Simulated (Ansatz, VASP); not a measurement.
# K: VASP beside Ansatz

```
K
1.0
    -2.64171    2.64171    2.64171
     2.64171   -2.64171    2.64171
     2.64171    2.64171   -2.64171
K
1
Direct
  0.00000 0.00000 0.00000
```

Alike in both runs: task single point; functional PBE; k mesh 9 × 9 × 9; occupations methfessel-paxton of order 1, width 0.2 eV; no spin polarisation.

|  | VASP | Ansatz |
| --- | --- | --- |
| version | VASP 6.6.1 | Ansatz 0.2.0 |
| potentials or method | VASP PAW PBE potentials, release 64 (K_sv), cutoff 520 eV | plane waves (420 eV) with PAW, scalar-relativistic |
| valence electrons in the cell | 9 | 9 |

|  | VASP | Ansatz | Ansatz less VASP |
| --- | --- | --- | --- |
| pressure (GPa) | 0.0 | 0.0 | +0.01 |
